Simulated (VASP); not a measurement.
# Ba4Er (F-43m) in VASP: single point with PBE

Aim: the single point of Ba4Er with PBE.

All numbers are computed with VASP 6.6.1; they aren't measurements. Logs are shortened: lines on timing, memory, paths and dates and some standing lists are left out, and cuts for length are marked.

## 1. The cell of the first run

Symmetry: F-43m, No. 216, cubic system. The conventional cell has a = 10.913 Å, b = 10.913 Å, c = 10.913 Å, α = 90.00°, β = 90.00°, γ = 90.00°. Within 5.0 Å of Ba (site symmetry 3m) lie 6 Ba at 3.84 to 3.88 Å and 3 Er at 4.52 Å.

The cell was built from a structure type or drawn by symmetry, and may not be a known phase.

## 2. Single point, PBE

Contents of INCAR:

```
  PREC = Accurate
  ENCUT = 500
  EDIFF = 1E-6
  ISMEAR = 0
  SIGMA = 0.2
  LREAL = F
  LASPH = T
  NELM = 200
  ALGO = Normal
  ISIF = 2
  LWAVE = F
  LCHARG = T
  GGA = PE
  LELF = T
  LVHAR = T
  NBANDS = 32
  GGA_COMPAT = F
  LMAXMIX = 6
```

Contents of KPOINTS:

```
regular mesh
0
Gamma
  3 3 3
```

Contents of POSCAR:

```
Ba4Er
1.0
    0.0000000000      5.4565847696      5.4565847696
    5.4565847696      0.0000000000      5.4565847696
    5.4565847696      5.4565847696      0.0000000000
Ba Er
4 1
Direct
    0.1255635585      0.1255635585      0.1255635585
    0.1255635585      0.1255635585      0.6233093245
    0.1255635585      0.6233093245      0.1255635585
    0.6233093245      0.1255635585      0.1255635585
    0.5000000000      0.5000000000      0.5000000000
```

Potentials or basis: VASP PAW PBE potentials, release 64 (Ba_sv, Er_3), 4f in core.

On the command line:

```
cat potpaw_PBE.64/Ba_sv/POTCAR potpaw_PBE.64/Er_3/POTCAR > POTCAR
mpirun -np 1 vasp_std > vasp.out
```

OUTCAR:

```text
PREC = Accurate
   ENCUT = 500
   EDIFF = 1E-6
   ISMEAR = 0
   LREAL = F
   LASPH = T
   NELM = 200
   ISIF = 2
   GGA = PE

 ion  position               nearest neighbor table
   1  0.126  0.126  0.126-   2 3.84   3 3.84   4 3.84   2 3.88   3 3.88   4 3.88
   2  0.126  0.126  0.623-   1 3.84   3 3.84   4 3.84   1 3.88   3 3.88   4 3.88
   3  0.126  0.623  0.126-   1 3.84   2 3.84   4 3.84   2 3.88   1 3.88   4 3.88
   4  0.623  0.126  0.126-   1 3.84   2 3.84   3 3.84   1 3.88   2 3.88   3 3.88
   5  0.500  0.500  0.500-

  LATTYP: Found a face centered cubic cell.
 ALAT       =    10.9131695392

  Lattice vectors:

 A1 = (   0.0000000000,   5.4565847696,   5.4565847696)
 A2 = (   5.4565847696,   0.0000000000,   5.4565847696)
 A3 = (   5.4565847696,   5.4565847696,   0.0000000000)

Analysis of symmetry for initial positions (statically):
=====================================================================
 Subroutine PRICEL returns:
 Original cell was already a primitive cell.

 Routine SETGRP: Setting up the symmetry group for a
 face centered cubic supercell.

 Subroutine GETGRP returns: Found 24 space group operations
 (whereof 24 operations were pure point group operations)
 out of a pool of 48 trial point group operations.

The static configuration has the point symmetry T_d .

Analysis of symmetry for dynamics (positions and initial velocities):
=====================================================================
 Subroutine PRICEL returns:
 Original cell was already a primitive cell.

 Routine SETGRP: Setting up the symmetry group for a
 face centered cubic supercell.

 Subroutine GETGRP returns: Found 24 space group operations
 (whereof 24 operations were pure point group operations)
 out of a pool of 48 trial point group operations.

The dynamic configuration has the point symmetry T_d .

 Subroutine INISYM returns: Found 24 space group operations
 (whereof 24 operations are pure point group operations),
 and found     1 'primitive' translations

----------------------------------------------------------------------------------------

                                     Primitive cell

  volume of cell :     324.9322

  direct lattice vectors                    reciprocal lattice vectors
     0.000000000  5.456584770  5.456584770    -0.091632408  0.091632408  0.091632408
     5.456584770  0.000000000  5.456584770     0.091632408 -0.091632408  0.091632408
     5.456584770  5.456584770  0.000000000     0.091632408  0.091632408 -0.091632408

  length of vectors
     7.716776185  7.716776185  7.716776185     0.158711986  0.158711986  0.158711986

  position of ions in fractional coordinates (direct lattice)
     0.125563558  0.125563558  0.125563558
     0.125563558  0.125563558  0.623309324
     0.125563558  0.623309324  0.125563558
     0.623309324  0.125563558  0.125563558
     0.500000000  0.500000000  0.500000000

  ion indices of the primitive-cell ions
   primitive index   ion index
                 1           1
                 2           2
                 3           3
                 4           4
                 5           5

----------------------------------------------------------------------------------------

 KPOINTS: regular mesh

Automatic generation of k-mesh.
 Grid dimensions read from file:
 generate k-points for:    3    3    3

 Generating k-lattice:

  Cartesian coordinates                     Fractional coordinates (reciprocal lattice)
    -0.030544136  0.030544136  0.030544136     0.333333333  0.000000000  0.000000000
     0.030544136 -0.030544136  0.030544136     0.000000000  0.333333333  0.000000000
     0.030544136  0.030544136 -0.030544136     0.000000000  0.000000000  0.333333333

  Length of vectors
     0.052903995  0.052903995  0.052903995

  Shift w.r.t. Gamma in fractional coordinates (k-lattice)
     0.000000000  0.000000000  0.000000000

 Subroutine IBZKPT returns following result:
 ===========================================

 Found      4 irreducible k-points:

 Following reciprocal coordinates:
            Coordinates               Weight
  0.000000  0.000000  0.000000      1.000000
  0.333333  0.000000  0.000000      8.000000
  0.333333  0.333333  0.000000      6.000000
 -0.333333  0.333333  0.000000     12.000000
   k-points           NKPTS =      4   k-points in BZ     NKDIM =      4   number of bands    NBANDS=     32
   number of dos      NEDOS =    301   number of ions     NIONS =      5
   total plane-waves  NPLWV = 175616
   dimension x,y,z NGX =    56 NGY =   56 NGZ =   56
   dimension x,y,z NGXF=   112 NGYF=  112 NGZF=  112
   ions per type =               4   1
   NGX,Y,Z   is equivalent  to a cutoff of  12.06, 12.06, 12.06 a.u.
   NGXF,Y,Z  is equivalent  to a cutoff of  24.13, 24.13, 24.13 a.u.
 SYSTEM =  unknown system
   PREC   = accura    normal or accurate (medium, high low for compatibility)
   ISTART =      0    job   : 0-new  1-cont  2-samecut
   ICHARG =      2    charge: 1-file 2-atom 10-const
   ISPIN  =      1    spin polarized calculation?
   LNONCOLLINEAR =      F non collinear calculations
   LSORBIT =      F    spin-orbit coupling
   LASPH  =      T    aspherical Exc in radial PAW
   ENCUT  =  500.0 eV  36.75 Ry    6.06 a.u.  14.07 14.07 14.07*2*pi/ulx,y,z
   NELM   =    200;   NELMIN=  2; NELMDL= -5     # of ELM steps
   EDIFF  = 0.1E-05   stopping-criterion for ELM
   LREAL  =      F    real-space projection
   EDIFFG = 0.1E-04   stopping-criterion for IOM
   NSW    =      0    number of steps for IOM
   IBRION =     -1    ionic relax: 0-MD 1-quasi-New 2-CG
   NFREE  =      0    steps in history (QN), initial steepest desc. (CG)
   ISIF   =      2    stress and relaxation
   ISYM   =      2    0-nonsym 1-usesym 2-fastsym
   POTIM  = 0.5000    time-step for ionic-motion
   TEBEG  =    0.0;   TEEND  =   0.0 temperature during run
   PSTRESS=    0.0 pullay stress
   NELECT =      49.0000    total number of electrons
   NUPDOWN=      -1.0000    fix difference up-down
   EMIN   =  10.00;   EMAX   =-10.00  energy-range for DOS
   EFERMI =   0.00;   METHOD = LEGACY
   ISMEAR =     0;   SIGMA  =   0.20  broadening in eV -4-tet -1-fermi 0-gaus
   EFERMI_NEDOS =   21; number of points for ismear=-14 and -15
   IALGO  =     38    algorithm
   IMIX   =      4    mixing-type and parameters
     AMIX     =   0.40;   BMIX     =  1.00
     AMIX_MAG =   1.60;   BMIX_MAG =  1.00
  volume/ion in A,a.u.               =      64.99       438.55
  Fermi-wavevector in a.u.,A,eV,Ry     =   0.871383  1.646676 10.331027  0.759309
  Thomas-Fermi vector in A             =   1.990483
   LORBIT       =      0    0 simple, 1 ext, 2 COOP (PROOUT), +10 PAW based schemes
   GGA     = PE    functional components
   LHFCALC =     F    Hartree Fock is set to
   AEXX    =    0.0000 exact exchange contribution
   IVDW    =     0    specifies the selected vdW correction
   LEPSILON=     F    determine dielectric tensor
   LRPA    =     F    only Hartree local field effects (RPA)
 non-spin polarized calculation
 Gauss-broadening in eV      SIGMA  =   0.20
  energy-cutoff  :      500.00
  volume of cell :      324.93
 maximum number of plane-waves:      8291
   NGX = 29   NGY = 29   NGZ = 29

 number of electron      49.0000004 magnetization

 Free energy of the ion-electron system (eV)
  ---------------------------------------------------
  ext. energy  EPLUGINS =         0.00000000
  ---------------------------------------------------
  free energy    TOTEN  =        -8.41350120 eV

  energy without entropy =       -8.14931866  energy(sigma->0) =       -8.28140993

 E-fermi :   1.1195     XC(G=0):  -7.1058

 val. band max:        1.0336977613   @ k =   0.3333   0.3333   0.0000
 cond. band min:       1.1195497479   @ k =  -0.3333   0.3333   0.0000
 fundamental gap:      0.0858519866
 Fermi energy:         1.1194771653

 k-point     1 :       0.0000    0.0000    0.0000
  band No.  band energies     occupation
      1     -27.7017      2.00000
      2     -27.5459      2.00000
      3     -27.5459      2.00000
      4     -27.5459      2.00000
      5     -25.4134      2.00000
      6     -25.4134      2.00000
[... 24 lines left out ...]
     31       2.1810      0.00000
     32       2.2009      0.00000

 k-point     2 :       0.3333    0.0000    0.0000
  band No.  band energies     occupation
      1     -27.6759      2.00000
      2     -27.5729      2.00000
      3     -27.5459      2.00000
      4     -27.5459      2.00000
      5     -25.4134      2.00000
      6     -25.4134      2.00000
[... 24 lines left out ...]
     31       2.0797      0.00000
     32       2.0797      0.00000

 k-point     3 :       0.3333    0.3333    0.0000
  band No.  band energies     occupation
      1     -27.6636      2.00000
      2     -27.5856      2.00000
      3     -27.5460      2.00000
      4     -27.5460      2.00000
      5     -25.4134      2.00000
      6     -25.4134      2.00000
[... 24 lines left out ...]
     31       2.2088      0.00000
     32       2.3207      0.00000

 k-point     4 :      -0.3333    0.3333    0.0000
  band No.  band energies     occupation
      1     -27.6445      2.00000
      2     -27.6052      2.00000
      3     -27.5460      2.00000
      4     -27.5460      2.00000
      5     -25.4134      2.00000
      6     -25.4134      2.00000
[... 24 lines left out ...]
     31       2.0684      0.00000
     32       2.1888      0.00000

------------------------ aborting loop because EDIFF is reached ----------------------------------------

  FORCE on cell =-STRESS in cart. coord.  units (eV):
  Direction    XX          YY          ZZ          XY          YZ          ZX
  --------------------------------------------------------------------------------------
  -------------------------------------------------------------------------------------
  Total        0.7198082      0.7198082      0.7198082      0.0000000      0.0000000      0.0000000
  in kB        3.5492344      3.5492344      3.5492344      0.0000000      0.0000000      0.0000000
  external PRESSURE =       3.5492344 kB  Pullay stress =       0.0000000 kB

 VOLUME and BASIS-vectors are now :
 -----------------------------------------------------------------------------
  energy-cutoff  :      500.00
  volume of cell :      324.93
      direct lattice vectors                 reciprocal lattice vectors
     0.000000000  5.456584770  5.456584770    -0.091632408  0.091632408  0.091632408
     5.456584770  0.000000000  5.456584770     0.091632408 -0.091632408  0.091632408
     5.456584770  5.456584770  0.000000000     0.091632408  0.091632408 -0.091632408

 POSITION                                       TOTAL-FORCE (eV/Angst)
 -----------------------------------------------------------------------------------
      1.37030      1.37030      1.37030         0.025083      0.025083      0.025083
      4.08629      4.08629      1.37030        -0.025083     -0.025083      0.025083
      4.08629      1.37030      4.08629        -0.025083      0.025083     -0.025083
      1.37030      4.08629      4.08629         0.025083     -0.025083     -0.025083
      5.45658      5.45658      5.45658         0.000000      0.000000      0.000000
 -----------------------------------------------------------------------------------
    total drift:                               -0.000000     -0.000000     -0.000000

  FREE ENERGIE OF THE ION-ELECTRON SYSTEM (eV)
  ---------------------------------------------------
  free  energy   TOTEN  =        -8.4135012032 eV

  energy  without entropy=       -8.1493186589  energy(sigma->0) =       -8.28140993
```

It took 38 s on 1 thread of AMD EPYC 9R45 (Zen 5), shared host; peak memory 0.39 GiB.

Results:

- Free energy: -8.4135 eV
- Pressure: 0.4 GPa
- Largest force: 0.043 eV/Å
- Band gap on the k mesh: zero (an odd number of electrons rules out a gap without spin polarisation)

Forces on the atoms (eV/Å):
```
Ba   0.025  0.025  0.025
Ba  -0.025 -0.025  0.025
Ba  -0.025  0.025 -0.025
Ba   0.025 -0.025 -0.025
Er   0.000  0.000  0.000
```

Levels at points of the mesh, in eV from the Fermi level:
| k point | band 23 | band 24 | band 25 | band 26 | band 27 | band 28 |
| --- | --- | --- | --- | --- | --- | --- |
| (0.00, 0.00, 0.00) | -0.42 | -0.42 | -0.16 | -0.16 | -0.16 | 0.55 |

Caveat: spin-orbit coupling is left out, which moves the levels of the heavy elements; the 4f electrons are frozen in the core, so they carry no moment and show no levels. Spin polarisation is off, so any magnetic state and its effect on volume and gap are missing.
